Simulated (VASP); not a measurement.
Here is a VASP 6.6.1 calculation.

Contents of INCAR:

```
SYSTEM = AlN
ALGO = Normal
EDIFF = 1E-6
ENCUT = 520
GGA = PS
ISIF = 2
ISMEAR = 0
LASPH = .TRUE.
LCHARG = .FALSE.
LREAL = .FALSE.
LWAVE = .FALSE.
NBANDS = 16
NELM = 60
PREC = Accurate
SIGMA = 0.05
```

KPOINTS

```
k-points
0
G
  12 12 6
  0 0 0
```

Contents of POSCAR:

```
AlN
1.0
    3.3121157418      0.1863065105      0.0000000000
   -1.4947116999      2.7752231174      0.0000000000
    0.0000000000      0.0000000000      4.1875630000
Al N
2 2
Direct
    0.3333333333      0.6666666667      0.7500000000
    0.6666666667      0.3333333333      0.2500000000
    0.3333333333      0.6666666667      0.2500000000
    0.6666666667      0.3333333333      0.7500000000
```

Potentials or basis: VASP PAW PBE potentials, release 64 (Al, N).

The run is started by

```bash
$ cat potpaw_PBE.64/Al/POTCAR potpaw_PBE.64/N/POTCAR > POTCAR
$ mpirun -np 1 vasp_std > vasp.out
```

**Question.** What does it give for the largest force?

**Answer.** 1.584 eV/Å.

**Question.** Estimate the band gap on the k mesh.

**Answer.** 3.04 eV (least direct gap 3.11 eV).

Forces on the atoms (eV/Å):
```
Al  -1.276  0.280  0.000
Al   1.276 -0.280  0.000
N   -1.559  0.283  0.000
N    1.559 -0.283  0.000
```

Caveat: the cell differs from its parent crystal (strain +0.1125 x Voigt [0, 0, 0, 0, 0, 1]); the PAW data sets were made with another functional, which shifts forces and pressure a little. A k mesh can miss the band edges.
